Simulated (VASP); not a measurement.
# Mo6C in VASP: a series of runs

Mo6C is run at these levels: PBEsol; tasks: relaxation of the atoms.

Everything below comes from runs of VASP 6.6.1. Logs are shortened: lines on timing, memory, paths and dates and some standing lists are left out, and cuts for length are marked.

## (1) The cell of the first run

The cell holds a slab with vacuum, 7 atoms: a = 4.426 Å, b = 4.426 Å, c = 19.725 Å, α = 90.00°, β = 90.00°, γ = 120.00°.

## (2) Relaxation of the atoms, PBEsol

File INCAR:

```
SYSTEM = Mo6C
ALGO = Fast
DIPOL = 0.5 0.5 0.329
EDIFF = 1E-6
EDIFFG = -0.025
ENCUT = 520
GGA = PS
IBRION = 2
IDIPOL = 3
ISIF = 2
ISMEAR = 0
LASPH = .True.
LCHARG = .False.
LDIPOL = .True.
LREAL = .False.
LWAVE = .False.
NELM = 80
NSW = 36
PREC = Accurate
SIGMA = 0.1
```

File KPOINTS:

```
k-points
0
Gamma
  6 6 1
  0 0 0
```

File POSCAR:

```
Mo6C
1.0
    4.4256825775      0.0000000000      0.0000000000
   -2.2128412887      3.8327535412      0.0000000000
    0.0000000000      0.0000000000     19.7247696083
Mo C
6 1
Selective dynamics
Direct
    0.6666666667      0.3333333333      0.2027907083  F F F
    0.3333333333      0.6666666667      0.2485904155  F F F
    0.0000000000      0.0000000000      0.2943901228  F F F
    0.6666666667      0.3333333333      0.3368101117  F F F
    0.3333333333      0.6666666667      0.3772266205  F F F
    0.0000000000      0.0000000000      0.4169767136  F F F
    0.6666666667      0.3333333333      0.4287594185  F F T
```

Potentials or basis: VASP PAW PBE potentials, release 64 (Mo_sv, C).

On the command line:

```sh
$ cat potpaw_PBE.64/Mo_sv/POTCAR potpaw_PBE.64/C/POTCAR > POTCAR
$ mpirun -np 1 vasp_std > vasp.out
```

OUTCAR:

```text
SYSTEM = Mo6C
   EDIFF = 1E-6
   EDIFFG = -0.025
   ENCUT = 520
   GGA = PS
   IBRION = 2
   ISIF = 2
   ISMEAR = 0
   LASPH = .True.
   LREAL = .False.
   NELM = 80
   NSW = 36
   PREC = Accurate

 ion  position               nearest neighbor table
   1  0.667  0.333  0.203-   4 2.64   2 2.71   2 2.71   2 2.71   3 3.13   3 3.13   3 3.13
   2  0.333  0.667  0.249-   5 2.54   1 2.71   1 2.71   3 2.71   1 2.71   3 2.71   3 2.71   4 3.09
                             4 3.09   4 3.09
   3  0.000  0.000  0.294-   6 2.42   4 2.69   4 2.69   4 2.69   2 2.71   2 2.71   2 2.71   5 3.03
                             5 3.03   5 3.03   1 3.13   1 3.13   1 3.13
   4  0.667  0.333  0.337-   7 1.81   1 2.64   5 2.68   5 2.68   5 2.68   3 2.69   3 2.69   3 2.69
                             6 3.00   6 3.00   6 3.00   2 3.09   2 3.09   2 3.09
   5  0.333  0.667  0.377-   2 2.54   6 2.67   6 2.67   6 2.67   4 2.68   4 2.68   4 2.68   7 2.75
                             7 2.75   7 2.75   3 3.03   3 3.03   3 3.03
   6  0.000  0.000  0.417-   3 2.42   7 2.57   7 2.57   7 2.57   5 2.67   5 2.67   5 2.67   4 3.00
                             4 3.00   4 3.00
   7  0.667  0.333  0.429-   4 1.81   6 2.57   6 2.57   6 2.57   5 2.75   5 2.75   5 2.75

  LATTYP: Found a hexagonal cell.
 ALAT       =     4.4256825775
 C/A-ratio  =     4.4568875564

  Lattice vectors:

 A1 = (   4.4256825775,   0.0000000000,   0.0000000000)
 A2 = (  -2.2128412887,   3.8327535412,   0.0000000000)
 A3 = (   0.0000000000,   0.0000000000,  19.7247696083)

Analysis of symmetry for initial positions (statically):
=====================================================================
 Subroutine PRICEL returns:
 Original cell was already a primitive cell.

 Routine SETGRP: Setting up the symmetry group for a
 hexagonal supercell.

 Subroutine GETGRP returns: Found  6 space group operations
 (whereof  6 operations were pure point group operations)
 out of a pool of 24 trial point group operations.

The static configuration has the point symmetry C_3v.

Analysis of symmetry for dynamics (positions and initial velocities):
=====================================================================
 Subroutine PRICEL returns:
 Original cell was already a primitive cell.

 Routine SETGRP: Setting up the symmetry group for a
 hexagonal supercell.

 Subroutine GETGRP returns: Found  6 space group operations
 (whereof  6 operations were pure point group operations)
 out of a pool of 24 trial point group operations.

The dynamic configuration has the point symmetry C_3v.

Analysis of constrained symmetry for selective dynamics:
=====================================================================
 Subroutine PRICEL returns:
 Original cell was already a primitive cell.

 Routine SETGRP: Setting up the symmetry group for a
 hexagonal supercell.

 Subroutine GETGRP returns: Found  6 space group operations
 (whereof  6 operations were pure point group operations)
 out of a pool of 24 trial point group operations.

The constrained configuration has the point symmetry C_3v.

 Subroutine INISYM returns: Found  6 space group operations
 (whereof  6 operations are pure point group operations),
 and found     1 'primitive' translations

----------------------------------------------------------------------------------------

                                     Primitive cell

  volume of cell :     334.5824

  direct lattice vectors                    reciprocal lattice vectors
     4.425682577  0.000000000  0.000000000     0.225953846  0.130454514  0.000000000
    -2.212841289  3.832753541  0.000000000     0.000000000  0.260909028  0.000000000
     0.000000000  0.000000000 19.724769608     0.000000000  0.000000000  0.050697677

  length of vectors
     4.425682577  4.425682577 19.724769608     0.260909028  0.260909028  0.050697677

  position of ions in fractional coordinates (direct lattice)
     0.666666667  0.333333333  0.202790708
     0.333333333  0.666666667  0.248590415
     0.000000000  0.000000000  0.294390123
     0.666666667  0.333333333  0.336810112
     0.333333333  0.666666667  0.377226620
     0.000000000  0.000000000  0.416976714
     0.666666667  0.333333333  0.428759419

  ion indices of the primitive-cell ions
   primitive index   ion index
                 1           1
                 2           2
                 3           3
                 4           4
                 5           5
                 6           6
                 7           7

----------------------------------------------------------------------------------------

 KPOINTS: k-points

Automatic generation of k-mesh.
 Grid dimensions read from file:
 generate k-points for:    6    6    1

 Generating k-lattice:

  Cartesian coordinates                     Fractional coordinates (reciprocal lattice)
     0.037658974  0.021742419  0.000000000     0.166666667  0.000000000  0.000000000
     0.000000000  0.043484838  0.000000000     0.000000000  0.166666667  0.000000000
     0.000000000  0.000000000  0.050697677     0.000000000  0.000000000  1.000000000

  Length of vectors
     0.043484838  0.043484838  0.050697677

  Shift w.r.t. Gamma in fractional coordinates (k-lattice)
     0.000000000  0.000000000  0.000000000

 Subroutine IBZKPT returns following result:
 ===========================================

 Found      7 irreducible k-points:

 Following reciprocal coordinates:
            Coordinates               Weight
  0.000000  0.000000  0.000000      1.000000
  0.166667  0.000000  0.000000      6.000000
  0.333333  0.000000  0.000000      6.000000
  0.500000  0.000000  0.000000      3.000000
  0.166667  0.166667  0.000000      6.000000
  0.333333  0.166667  0.000000     12.000000
  0.333333  0.333333  0.000000      2.000000
   k-points           NKPTS =      7   k-points in BZ     NKDIM =      7   number of bands    NBANDS=     52
   number of dos      NEDOS =    301   number of ions     NIONS =      7
   total plane-waves  NPLWV = 194400
   dimension x,y,z NGX =    36 NGY =   36 NGZ =  150
   dimension x,y,z NGXF=    72 NGYF=   72 NGZF=  300
   ions per type =               6   1
   NGX,Y,Z   is equivalent  to a cutoff of  13.52, 13.52, 12.64 a.u.
   NGXF,Y,Z  is equivalent  to a cutoff of  27.05, 27.05, 25.28 a.u.
 SYSTEM =  Mo6C
   PREC   = accura    normal or accurate (medium, high low for compatibility)
   ISTART =      0    job   : 0-new  1-cont  2-samecut
   ICHARG =      2    charge: 1-file 2-atom 10-const
   ISPIN  =      1    spin polarized calculation?
   LNONCOLLINEAR =      F non collinear calculations
   LSORBIT =      F    spin-orbit coupling
   LASPH  =      T    aspherical Exc in radial PAW
   ENCUT  =  520.0 eV  38.22 Ry    6.18 a.u.   8.23  8.23 36.67*2*pi/ulx,y,z
   NELM   =     80;   NELMIN=  2; NELMDL= -5     # of ELM steps
   EDIFF  = 0.1E-05   stopping-criterion for ELM
   LREAL  =      F    real-space projection
   EDIFFG = -.3E-01   stopping-criterion for IOM
   NSW    =     36    number of steps for IOM
   IBRION =      2    ionic relax: 0-MD 1-quasi-New 2-CG
   NFREE  =      1    steps in history (QN), initial steepest desc. (CG)
   ISIF   =      2    stress and relaxation
   ISYM   =      2    0-nonsym 1-usesym 2-fastsym
   POTIM  = 0.5000    time-step for ionic-motion
   TEBEG  =    0.0;   TEEND  =   0.0 temperature during run
   PSTRESS=    0.0 pullay stress
   NELECT =      88.0000    total number of electrons
   NUPDOWN=      -1.0000    fix difference up-down
   EMIN   =  10.00;   EMAX   =-10.00  energy-range for DOS
   EFERMI =   0.00;   METHOD = LEGACY
   ISMEAR =     0;   SIGMA  =   0.10  broadening in eV -4-tet -1-fermi 0-gaus
   EFERMI_NEDOS =   21; number of points for ismear=-14 and -15
   IALGO  =     68    algorithm
   IMIX   =      4    mixing-type and parameters
     AMIX     =   0.40;   BMIX     =  1.00
     AMIX_MAG =   1.60;   BMIX_MAG =  1.00
  volume/ion in A,a.u.               =      47.80       322.55
  Fermi-wavevector in a.u.,A,eV,Ry     =   1.048901  1.982136 14.969052  1.100194
  Thomas-Fermi vector in A             =   2.183842
   LORBIT       =      0    0 simple, 1 ext, 2 COOP (PROOUT), +10 PAW based schemes
   GGA     = PS    functional components
   LHFCALC =     F    Hartree Fock is set to
   AEXX    =    0.0000 exact exchange contribution
   IVDW    =     0    specifies the selected vdW correction
   LEPSILON=     F    determine dielectric tensor
   LRPA    =     F    only Hartree local field effects (RPA)
 conjugate gradient relaxation of ions
 non-spin polarized calculation
 RMM-DIIS sequential band-by-band and
 Gauss-broadening in eV      SIGMA  =   0.10
  energy-cutoff  :      520.00
  volume of cell :      334.58
 maximum number of plane-waves:      9055
 NGX is ok and might be reduce to    36
   NGX = 17   NGY = 17   NGZ = 73

 dipolmoment           0.000000      0.000000     -0.696814 electrons x Angstroem

--------------------------------------- Ionic step        1  -------------------------------------------

 number of electron      88.0000013 magnetization

 Free energy of the ion-electron system (eV)
  ---------------------------------------------------
  ext. energy  EPLUGINS =         0.00000000
  ---------------------------------------------------
  free energy    TOTEN  =       -71.31013498 eV

  energy without entropy =      -71.28624507  energy(sigma->0) =      -71.29819003

------------------------ aborting loop because EDIFF is reached ----------------------------------------

  FORCE on cell =-STRESS in cart. coord.  units (eV):
  Direction    XX          YY          ZZ          XY          YZ          ZX
  --------------------------------------------------------------------------------------
  -------------------------------------------------------------------------------------
  Total       -8.2763135     -8.2763135      8.9755434     -0.0000000      0.0000000      0.0000000
  in kB      -39.6318570    -39.6318570     42.9801810     -0.0000000      0.0000000      0.0000000
  external PRESSURE =     -12.0945110 kB  Pullay stress =       0.0000000 kB
[... 69 lines left out ...]
--------------------------------------- Ionic step        3  -------------------------------------------

 number of electron      88.0000012 magnetization

 dipolmoment           0.000000      0.000000      0.127249 electrons x Angstroem

 Free energy of the ion-electron system (eV)
  ---------------------------------------------------
  ext. energy  EPLUGINS =         0.00000000
  ---------------------------------------------------
  free energy    TOTEN  =       -71.53626408 eV

  energy without entropy =      -71.50982611  energy(sigma->0) =      -71.52304510

 E-fermi :   0.7256     XC(G=0):  -5.0345

 val. band max:        0.6463503286   @ k =   0.1667   0.1667   0.0000
 cond. band min:       0.7650559120   @ k =   0.5000   0.0000   0.0000
 fundamental gap:      0.1187055834
 Fermi energy:         0.7256280319

 k-point     1 :       0.0000    0.0000    0.0000
  band No.  band energies     occupation
      1     -60.5657      2.00000
      2     -60.3017      2.00000
      3     -60.2625      2.00000
      4     -60.1443      2.00000
      5     -60.0097      2.00000
      6     -59.8524      2.00000
[... 374 lines left out ...]
     51       2.0609      0.00000
     52       2.4550      0.00000

------------------------ aborting loop because EDIFF is reached ----------------------------------------

 vacuum level on the upper side and lower side of the slab       (xc-potential included)         0.657        -0.664

  FORCE on cell =-STRESS in cart. coord.  units (eV):
  Direction    XX          YY          ZZ          XY          YZ          ZX
  --------------------------------------------------------------------------------------
  -------------------------------------------------------------------------------------
  Total       -9.1395943     -9.1395943      2.3728135     -0.0000000      0.0000000     -0.0000000
  in kB      -43.7657531    -43.7657531     11.3624265     -0.0000000      0.0000000     -0.0000000
  external PRESSURE =     -25.3896932 kB  Pullay stress =       0.0000000 kB
[... 22 lines left out ...]
  FREE ENERGIE OF THE ION-ELECTRON SYSTEM (eV)
  ---------------------------------------------------
  free  energy   TOTEN  =       -71.5362640788 eV

  energy  without entropy=      -71.5098261137  energy(sigma->0) =      -71.52304510

 reached required accuracy - stopping structural energy minimisation

 vacuum level on the upper side and lower side of the slab         5.649         4.293
```

It took 18 min on 1 thread of Oxide Virtual Turin-like, shared host; peak memory 0.47 GiB.

Results:

* Free energy: -71.5363 eV
* Energy gained by relaxing: 32.3 meV/atom
* Ionic steps: 3
* Band gap on the k mesh: zero (bands 44 and 45 overlap by 0.20 eV)

The path:
```csv
step,energy change (eV),largest force on free atoms (eV/Å),pressure (GPa)
1,0.0000,3.4982,-1.21
2,-0.2207,0.4213,-2.73
3,-0.2261,0.0124,-2.54
```

Final structure:
```
Mo C
1.0
     4.42568    0.00000    0.00000
    -2.21284    3.83275    0.00000
     0.00000    0.00000   19.72477
Mo C
6 1
Direct
  0.66667 0.33333 0.20279
  0.33333 0.66667 0.24859
  0.00000 0.00000 0.29439
  0.66667 0.33333 0.33681
  0.33333 0.66667 0.37723
  0.00000 0.00000 0.41698
  0.66667 0.33333 0.43600
```

Caveat: the PAW data sets were made with another functional, which shifts forces and pressure a little.

(Continued in part 2 of 2.)
